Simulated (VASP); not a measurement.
# InSb (F-43m) in VASP: a series of runs

The runs below take InSb through single point, with PBE.

Everything below comes from runs of VASP 6.6.1. Logs are shortened: lines on timing, memory, paths and dates and some standing lists are left out, and cuts for length are marked.

## (1) The cell of the first run

Symmetry: F-43m, No. 216, cubic system. Conventional cell: a = 6.633 Å, b = 6.633 Å, c = 6.633 Å, α = 90.00°, β = 90.00°, γ = 90.00°. In (site symmetry -43m) has 4 Sb at 2.87 Å within 3.8 Å. Within 3.8 Å of Sb (site symmetry -43m) lie 4 In at 2.87 Å.

## (2) Single point, PBE

Input file INCAR:

```
SYSTEM = InSb
  ALGO = Normal
  EDIFF = 1E-6
  ENCUT = 520
  GGA = PE
  ISIF = 2
  ISMEAR = 0
  LASPH = .True.
  LCHARG = .False.
  LREAL = .False.
  LWAVE = .False.
  NBANDS = 16
  NELM = 80
  PREC = Accurate
  SIGMA = 0.1
```

Input file KPOINTS:

```
k-points
0
Gamma
  4 4 4
  0 0 0
```

Input file POSCAR:

```
InSb
1.0
    0.0000000000      3.3166107078      3.3166107078
    3.3166107078      0.0000000000      3.3166107078
    3.3166107078      3.3166107078      0.0000000000
In Sb
1 1
Direct
    0.0000000000      0.0000000000      0.0000000000
    0.2500000000      0.2500000000      0.2500000000
```

Potentials or basis: VASP PAW PBE potentials, release 64 (In_d, Sb).

On the command line:

```bash
> cat potpaw_PBE.64/In_d/POTCAR potpaw_PBE.64/Sb/POTCAR > POTCAR
> mpirun -np 1 vasp_std > vasp.out
```

OUTCAR:

```text
SYSTEM = InSb
   EDIFF = 1E-6
   ENCUT = 520
   GGA = PE
   ISIF = 2
   ISMEAR = 0
   LASPH = .True.
   LREAL = .False.
   NELM = 80
   PREC = Accurate

 ion  position               nearest neighbor table
   1  0.000  0.000  0.000-   2 2.87   2 2.87   2 2.87   2 2.87
   2  0.250  0.250  0.250-   1 2.87   1 2.87   1 2.87   1 2.87

  LATTYP: Found a face centered cubic cell.
 ALAT       =     6.6332214156

  Lattice vectors:

 A1 = (   0.0000000000,   3.3166107078,   3.3166107078)
 A2 = (   3.3166107078,   0.0000000000,   3.3166107078)
 A3 = (   3.3166107078,   3.3166107078,   0.0000000000)

Analysis of symmetry for initial positions (statically):
=====================================================================
 Subroutine PRICEL returns:
 Original cell was already a primitive cell.

 Routine SETGRP: Setting up the symmetry group for a
 face centered cubic supercell.

 Subroutine GETGRP returns: Found 24 space group operations
 (whereof 24 operations were pure point group operations)
 out of a pool of 48 trial point group operations.

The static configuration has the point symmetry T_d .

Analysis of symmetry for dynamics (positions and initial velocities):
=====================================================================
 Subroutine PRICEL returns:
 Original cell was already a primitive cell.

 Routine SETGRP: Setting up the symmetry group for a
 face centered cubic supercell.

 Subroutine GETGRP returns: Found 24 space group operations
 (whereof 24 operations were pure point group operations)
 out of a pool of 48 trial point group operations.

The dynamic configuration has the point symmetry T_d .

 Subroutine INISYM returns: Found 24 space group operations
 (whereof 24 operations are pure point group operations),
 and found     1 'primitive' translations

----------------------------------------------------------------------------------------

                                     Primitive cell

  volume of cell :      72.9648

  direct lattice vectors                    reciprocal lattice vectors
     0.000000000  3.316610708  3.316610708    -0.150756312  0.150756312  0.150756312
     3.316610708  0.000000000  3.316610708     0.150756312 -0.150756312  0.150756312
     3.316610708  3.316610708  0.000000000     0.150756312  0.150756312 -0.150756312

  length of vectors
     4.690395844  4.690395844  4.690395844     0.261117593  0.261117593  0.261117593

[... 62 lines left out ...]
   NELM   =     80;   NELMIN=  2; NELMDL= -5     # of ELM steps
   EDIFF  = 0.1E-05   stopping-criterion for ELM
   LREAL  =      F    real-space projection
   EDIFFG = 0.1E-04   stopping-criterion for IOM
   NSW    =      0    number of steps for IOM
   IBRION =     -1    ionic relax: 0-MD 1-quasi-New 2-CG
   NFREE  =      0    steps in history (QN), initial steepest desc. (CG)
   ISIF   =      2    stress and relaxation
   ISYM   =      2    0-nonsym 1-usesym 2-fastsym
   POTIM  = 0.5000    time-step for ionic-motion
   TEBEG  =    0.0;   TEEND  =   0.0 temperature during run
   PSTRESS=    0.0 pullay stress
   NELECT =      18.0000    total number of electrons
   NUPDOWN=      -1.0000    fix difference up-down
   EMIN   =  10.00;   EMAX   =-10.00  energy-range for DOS
   EFERMI =   0.00;   METHOD = LEGACY
   ISMEAR =     0;   SIGMA  =   0.10  broadening in eV -4-tet -1-fermi 0-gaus
   EFERMI_NEDOS =   21; number of points for ismear=-14 and -15
   IALGO  =     38    algorithm
   IMIX   =      4    mixing-type and parameters
     AMIX     =   0.40;   BMIX     =  1.00
     AMIX_MAG =   1.60;   BMIX_MAG =  1.00
  volume/ion in A,a.u.               =      36.48       246.20
  Fermi-wavevector in a.u.,A,eV,Ry     =   1.026742  1.940260 14.343240  1.054198
  Thomas-Fermi vector in A             =   2.160650
   LORBIT       =      0    0 simple, 1 ext, 2 COOP (PROOUT), +10 PAW based schemes
   GGA     = PE    functional components
   LHFCALC =     F    Hartree Fock is set to
   AEXX    =    0.0000 exact exchange contribution
   IVDW    =     0    specifies the selected vdW correction
   LEPSILON=     F    determine dielectric tensor
   LRPA    =     F    only Hartree local field effects (RPA)
 non-spin polarized calculation
 Gauss-broadening in eV      SIGMA  =   0.10
  energy-cutoff  :      520.00
  volume of cell :       72.96
 maximum number of plane-waves:      1989
 NGX is ok and might be reduce to    36
   NGX = 17   NGY = 17   NGZ = 17

 number of electron      18.0000008 magnetization

 Free energy of the ion-electron system (eV)
  ---------------------------------------------------
  ext. energy  EPLUGINS =         0.00000000
  ---------------------------------------------------
  free energy    TOTEN  =        -6.81849456 eV

  energy without entropy =       -6.81608421  energy(sigma->0) =       -6.81728939

 E-fermi :   4.4554     XC(G=0):  -8.3612

 val. band max:        4.4249775692   @ k =   0.0000   0.0000   0.0000
 cond. band min:       4.8334478623   @ k =   0.5000   0.0000   0.0000
 fundamental gap:      0.4084702931
 Fermi energy:         4.4554343934

 k-point     1 :       0.0000    0.0000    0.0000
  band No.  band energies     occupation
      1     -10.0741      2.00000
      2     -10.0741      2.00000
      3     -10.0741      2.00000
      4     -10.0084      2.00000
      5     -10.0084      2.00000
      6      -5.8648      2.00000
[... 129 lines left out ...]
      3     -10.0424      2.00000
      4     -10.0152      2.00000
      5     -10.0061      2.00000
      6      -4.1073      2.00000
[... 8 lines left out ...]
     15      13.8527      0.00000
     16      14.6084      0.00000

------------------------ aborting loop because EDIFF is reached ----------------------------------------

  FORCE on cell =-STRESS in cart. coord.  units (eV):
  Direction    XX          YY          ZZ          XY          YZ          ZX
  --------------------------------------------------------------------------------------
  -------------------------------------------------------------------------------------
  Total        0.2038331      0.2038331      0.2038331      0.0000000      0.0000000      0.0000000
  in kB        4.4758125      4.4758125      4.4758125      0.0000000      0.0000000      0.0000000
  external PRESSURE =       4.4758125 kB  Pullay stress =       0.0000000 kB

 VOLUME and BASIS-vectors are now :
 -----------------------------------------------------------------------------
  energy-cutoff  :      520.00
  volume of cell :       72.96
      direct lattice vectors                 reciprocal lattice vectors
     0.000000000  3.316610708  3.316610708    -0.150756312  0.150756312  0.150756312
     3.316610708  0.000000000  3.316610708     0.150756312 -0.150756312  0.150756312
     3.316610708  3.316610708  0.000000000     0.150756312  0.150756312 -0.150756312

 POSITION                                       TOTAL-FORCE (eV/Angst)
 -----------------------------------------------------------------------------------
      0.00000      0.00000      0.00000         0.000000      0.000000     -0.000000
      1.65831      1.65831      1.65831        -0.000000     -0.000000      0.000000
 -----------------------------------------------------------------------------------
    total drift:                               -0.000000     -0.000000     -0.000000

  FREE ENERGIE OF THE ION-ELECTRON SYSTEM (eV)
  ---------------------------------------------------
  free  energy   TOTEN  =        -6.8184945611 eV

  energy  without entropy=       -6.8160842100  energy(sigma->0) =       -6.81728939
```

OSZICAR:

```text
N       E                     dE             d eps       ncg     rms          rms(c)
DAV:   1     0.118467569591E+03    0.11847E+03   -0.77772E+03   256   0.111E+03
DAV:   2     0.394908296897E+00   -0.11807E+03   -0.11508E+03   288   0.277E+02
DAV:   3    -0.671352103688E+01   -0.71084E+01   -0.70927E+01   304   0.721E+01
DAV:   4    -0.691770503393E+01   -0.20418E+00   -0.20415E+00   376   0.149E+01
DAV:   5    -0.692811722037E+01   -0.10412E-01   -0.10412E-01   344   0.252E+00    0.377E+00
DAV:   6    -0.682722173431E+01    0.10090E+00   -0.16350E-01   368   0.568E+00    0.220E+00
DAV:   7    -0.681568934303E+01    0.11532E-01   -0.69377E-02   352   0.225E+00    0.609E-01
DAV:   8    -0.681749150130E+01   -0.18022E-02   -0.81735E-03   328   0.979E-01    0.229E-01
DAV:   9    -0.681836514038E+01   -0.87364E-03   -0.11207E-03   296   0.281E-01    0.757E-02
DAV:  10    -0.681843564420E+01   -0.70504E-04   -0.62218E-05   352   0.518E-02    0.359E-02
DAV:  11    -0.681849266451E+01   -0.57020E-04   -0.10114E-04   280   0.621E-02    0.244E-02
DAV:  12    -0.681849386840E+01   -0.12039E-05   -0.16955E-06   328   0.833E-03    0.739E-03
DAV:  13    -0.681849497298E+01   -0.11046E-05   -0.21057E-06   288   0.883E-03    0.572E-03
DAV:  14    -0.681849456113E+01    0.41185E-06   -0.11239E-07   272   0.190E-03
   1 F= -.68184946E+01 E0= -.68172894E+01  d E =-.241035E-02
```

Run time: 17 s. Hardware: 1 thread of Intel Xeon 6975P-C, shared host; peak memory 0.2 GiB.

What came out:

```yaml
Free_energy: -6.8185 eV
Pressure: 0.4 GPa
Band_gap_on_the_k_mesh: zero (filled and empty bands touch)
```

Levels at points of the mesh, in eV from the Fermi level:
```
           k point  band 7  band 8  band 9  band 10  band 11  band 12
(0.00, 0.00, 0.00)   -0.62   -0.03   -0.03    -0.03     2.91     2.91
(0.50, 0.00, 0.00)   -5.35   -0.94   -0.94     0.38     3.75     3.75
(0.50, 0.50, 0.00)   -5.67   -2.08   -2.08     1.32     1.42     7.69
```

Caveat: the k points lie up to 0.41 Å⁻¹ apart; spin-orbit coupling is left out, which moves the levels of the heavy elements.

## (3) Single point, PBE

Input file INCAR:

```
SYSTEM = InSb
PREC     = Accurate       ! precision mode
ENCUT    = 520            ! plane-wave cutoff, eV
EDIFF    = 1E-6           ! SCF threshold, eV
ISMEAR   = 0              ! smearing method
SIGMA    = 0.078          ! smearing width, eV
LREAL    = .False.        ! projectors in reciprocal space
LASPH    = .True.         ! aspherical terms in the spheres
NELM     = 60             ! most SCF steps
ALGO     = Normal         ! electronic algorithm
ISIF     = 2              ! what is computed and relaxed
LWAVE    = .False.        ! write WAVECAR
LCHARG   = .True.         ! write CHGCAR
GGA      = PE             ! functional
LELF     = .True.         ! ELF
LVHAR    = .True.       
NBANDS   = 16             ! bands
```

Input file KPOINTS:

```
Automatic mesh
0
Gamma
  4 4 4
  0 0 0
```

POSCAR is that of step 2.

Potentials or basis: VASP PAW PBE potentials, release 64 (In_d, Sb).

On the command line:

```bash
> cat potpaw_PBE.64/In_d/POTCAR potpaw_PBE.64/Sb/POTCAR > POTCAR
> mpirun -np 1 vasp_std > vasp.out
```

OUTCAR:

```text
SYSTEM = InSb
   PREC = Accurate
   ENCUT = 520
   EDIFF = 1E-6
   ISMEAR = 0
   LREAL = .False.
   LASPH = .True.
   NELM = 60
   ISIF = 2
   GGA = PE

 ion  position               nearest neighbor table
   1  0.000  0.000  0.000-   2 2.87   2 2.87   2 2.87   2 2.87
   2  0.250  0.250  0.250-   1 2.87   1 2.87   1 2.87   1 2.87

  LATTYP: Found a face centered cubic cell.
 ALAT       =     6.6332214156

  Lattice vectors:

 A1 = (   0.0000000000,   3.3166107078,   3.3166107078)
 A2 = (   3.3166107078,   0.0000000000,   3.3166107078)
 A3 = (   3.3166107078,   3.3166107078,   0.0000000000)

Analysis of symmetry for initial positions (statically):
=====================================================================
 Subroutine PRICEL returns:
 Original cell was already a primitive cell.

 Routine SETGRP: Setting up the symmetry group for a
 face centered cubic supercell.

 Subroutine GETGRP returns: Found 24 space group operations
 (whereof 24 operations were pure point group operations)
 out of a pool of 48 trial point group operations.

The static configuration has the point symmetry T_d .

[... 141 lines left out ...]

  energy without entropy =       -6.81608421  energy(sigma->0) =       -6.81702425

 E-fermi :   4.4487     XC(G=0):  -8.3612

 val. band max:        4.4249775710   @ k =   0.0000   0.0000   0.0000
 cond. band min:       4.8334478634   @ k =   0.5000   0.0000   0.0000
 fundamental gap:      0.4084702924
 Fermi energy:         4.4487338623

 k-point     1 :       0.0000    0.0000    0.0000
  band No.  band energies     occupation
      1     -10.0741      2.00000
      2     -10.0741      2.00000
      3     -10.0741      2.00000
      4     -10.0084      2.00000
      5     -10.0084      2.00000
      6      -5.8648      2.00000
[... 129 lines left out ...]
      3     -10.0424      2.00000
      4     -10.0152      2.00000
      5     -10.0061      2.00000
      6      -4.1073      2.00000
[... 8 lines left out ...]
     15      13.8527      0.00000
     16      14.6084      0.00000

------------------------ aborting loop because EDIFF is reached ----------------------------------------

  FORCE on cell =-STRESS in cart. coord.  units (eV):
  Direction    XX          YY          ZZ          XY          YZ          ZX
  --------------------------------------------------------------------------------------
  -------------------------------------------------------------------------------------
  Total        0.2038332      0.2038332      0.2038332      0.0000000      0.0000000      0.0000000
  in kB        4.4758133      4.4758133      4.4758133      0.0000000      0.0000000      0.0000000
  external PRESSURE =       4.4758133 kB  Pullay stress =       0.0000000 kB

 VOLUME and BASIS-vectors are now :
 -----------------------------------------------------------------------------
  energy-cutoff  :      520.00
  volume of cell :       72.96
      direct lattice vectors                 reciprocal lattice vectors
     0.000000000  3.316610708  3.316610708    -0.150756312  0.150756312  0.150756312
     3.316610708  0.000000000  3.316610708     0.150756312 -0.150756312  0.150756312
     3.316610708  3.316610708  0.000000000     0.150756312  0.150756312 -0.150756312

 POSITION                                       TOTAL-FORCE (eV/Angst)
 -----------------------------------------------------------------------------------
      0.00000      0.00000      0.00000         0.000000      0.000000      0.000000
      1.65831      1.65831      1.65831        -0.000000     -0.000000     -0.000000
 -----------------------------------------------------------------------------------
    total drift:                               -0.000000     -0.000000     -0.000000

  FREE ENERGIE OF THE ION-ELECTRON SYSTEM (eV)
  ---------------------------------------------------
  free  energy   TOTEN  =        -6.8179642850 eV

  energy  without entropy=       -6.8160842130  energy(sigma->0) =       -6.81702425
```

OSZICAR:

```text
N       E                     dE             d eps       ncg     rms          rms(c)
DAV:   1     0.118469031592E+03    0.11847E+03   -0.77772E+03   256   0.111E+03
DAV:   2     0.395258169514E+00   -0.11807E+03   -0.11508E+03   288   0.277E+02
DAV:   3    -0.671299101472E+01   -0.71082E+01   -0.70924E+01   304   0.721E+01
DAV:   4    -0.691717475706E+01   -0.20418E+00   -0.20415E+00   376   0.149E+01
DAV:   5    -0.692758694399E+01   -0.10412E-01   -0.10412E-01   344   0.252E+00    0.377E+00
DAV:   6    -0.682669145781E+01    0.10090E+00   -0.16350E-01   368   0.568E+00    0.220E+00
DAV:   7    -0.681515906593E+01    0.11532E-01   -0.69377E-02   352   0.225E+00    0.609E-01
DAV:   8    -0.681696122481E+01   -0.18022E-02   -0.81735E-03   328   0.979E-01    0.229E-01
DAV:   9    -0.681783486419E+01   -0.87364E-03   -0.11207E-03   296   0.281E-01    0.757E-02
DAV:  10    -0.681790536765E+01   -0.70503E-04   -0.62218E-05   352   0.518E-02    0.359E-02
DAV:  11    -0.681796238781E+01   -0.57020E-04   -0.10114E-04   280   0.621E-02    0.244E-02
DAV:  12    -0.681796359217E+01   -0.12044E-05   -0.16955E-06   328   0.833E-03    0.739E-03
DAV:  13    -0.681796469623E+01   -0.11041E-05   -0.21057E-06   288   0.883E-03    0.572E-03
DAV:  14    -0.681796428497E+01    0.41126E-06   -0.11239E-07   272   0.190E-03
   1 F= -.68179643E+01 E0= -.68170242E+01  d E =-.188007E-02
```

stdout:

```text
POSCAR found type information on POSCAR InSb
 POSCAR found :  2 types and       2 ions
 scaLAPACK will be used
 LDA part: xc-table for (Slater+PW92), standard interpolation
 POSCAR, INCAR and KPOINTS ok, starting setup
 FFT: planning ... GRIDC
 FFT: planning ... GRID_SOFT
 FFT: planning ... GRID
 WAVECAR not read
 entering main loop
```

It took 17 s on 1 thread of Intel Xeon 6975P-C, shared host; peak memory 0.2 GiB.

Results:

* Free energy: -6.8180 eV
* Pressure: 0.4 GPa
* Band gap on the k mesh: zero (filled and empty bands touch)

Caveat: the k points lie up to 0.41 Å⁻¹ apart; spin-orbit coupling is left out, which moves the levels of the heavy elements.

## (4) Single point, PBE

Input file INCAR:

```
SYSTEM = InSb
PREC     = Accurate       ! precision mode
ENCUT    = 520            ! plane-wave cutoff, eV
EDIFF    = 1E-6           ! SCF threshold, eV
ISMEAR   = 1              ! smearing method
SIGMA    = 0.36           ! smearing width, eV
LREAL    = .False.        ! projectors in reciprocal space
LASPH    = .True.         ! aspherical terms in the spheres
NELM     = 80             ! most SCF steps
ALGO     = Normal         ! electronic algorithm
ISIF     = 2              ! what is computed and relaxed
LWAVE    = .False.        ! write WAVECAR
LCHARG   = .False.        ! write CHGCAR
GGA      = PE             ! functional
NBANDS   = 16             ! bands
```

KPOINTS is that of step 3.

POSCAR is that of step 3.

On the command line:

```bash
> cat potpaw_PBE.64/In_d/POTCAR potpaw_PBE.64/Sb/POTCAR > POTCAR
> mpirun -np 1 vasp_std > vasp.out
```

Run time: 17 s. Hardware: 1 thread of Intel Xeon 6975P-C, shared host; peak memory 0.2 GiB.

The run converged. Its results:

| Property | Result |
| --- | --- |
| Free energy | -6.8174 eV |
| Pressure | 0.4 GPa |
| Band gap on the k mesh | zero (filled and empty bands touch) |

Levels at points of the mesh, in eV from the Fermi level:
| k point | band 6 | band 7 | band 8 | band 9 | band 10 | band 11 | band 12 | band 13 |
| --- | --- | --- | --- | --- | --- | --- | --- | --- |
| (0.00, 0.00, 0.00) | -10.34 | -0.64 | -0.05 | -0.05 | -0.05 | 2.89 | 2.89 | 2.89 |
| (0.50, 0.00, 0.00) | -9.14 | -5.37 | -0.96 | -0.96 | 0.36 | 3.73 | 3.73 | 6.07 |
| (0.50, 0.50, 0.00) | -8.61 | -5.69 | -2.09 | -2.09 | 1.30 | 1.40 | 7.68 | 7.68 |

Caveat: the k points lie up to 0.41 Å⁻¹ apart; spin-orbit coupling is left out, which moves the levels of the heavy elements.

## (5) Single point, PBE

Input file INCAR:

```
SYSTEM = InSb
  PREC = Accurate
  ENCUT = 520
  EDIFF = 1E-6
  ISMEAR = 0
  SIGMA = 0.097
  LREAL = .False.
  LASPH = .True.
  NELM = 100
  ALGO = Normal
  ISIF = 2
  LWAVE = .False.
  LCHARG = .False.
  GGA = PE
  NBANDS = 16
```

Input file KPOINTS:

```
regular mesh
0
Gamma
  4 4 4
  0 0 0
```

POSCAR is that of step 4.

On the command line:

```bash
> cat potpaw_PBE.64/In_d/POTCAR potpaw_PBE.64/Sb/POTCAR > POTCAR
> mpirun -np 1 vasp_std > vasp.out
```

Wall time 12 s (1 thread of Intel Xeon 6975P-C, shared host); peak memory 0.2 GiB.

It converged, with:

| Property | Result |
| --- | --- |
| Free energy | -6.8184 eV |
| Pressure | 0.4 GPa |
| Band gap on the k mesh | zero (filled and empty bands touch) |

Levels at points of the mesh, in eV from the Fermi level:
| k point | band 6 | band 7 | band 8 | band 9 | band 10 | band 11 | band 12 | band 13 |
| --- | --- | --- | --- | --- | --- | --- | --- | --- |
| (0.00, 0.00, 0.00) | -10.32 | -0.62 | -0.03 | -0.03 | -0.03 | 2.91 | 2.91 | 2.91 |
| (0.50, 0.00, 0.00) | -9.12 | -5.35 | -0.94 | -0.94 | 0.38 | 3.75 | 3.75 | 6.08 |
| (0.50, 0.50, 0.00) | -8.59 | -5.67 | -2.08 | -2.08 | 1.32 | 1.42 | 7.69 | 7.69 |

Caveat: the k points lie up to 0.41 Å⁻¹ apart; spin-orbit coupling is left out, which moves the levels of the heavy elements.

## (6) The runs side by side

| smearing | gap on the mesh (eV) | pressure (GPa) |
| --- | --- | --- |
| gaussian 0.1 eV | none | 0.4 |
| gaussian 0.078 eV | none | 0.4 |
| methfessel-paxton 0.36 eV | none | 0.4 |
| gaussian 0.097 eV | none | 0.4 |

Alike in all rows: task single point; level PBE; potentials or basis VASP PAW PBE potentials, release 64 (In_d, Sb); no spin polarisation; cell as given; k mesh 4 × 4 × 4; cutoff (eV) 520.

Caveats: all runs use coarse meshes; spin-orbit coupling is left out, which moves the levels of the heavy elements.

Absolute energies hang on the potentials; compare differences alone.
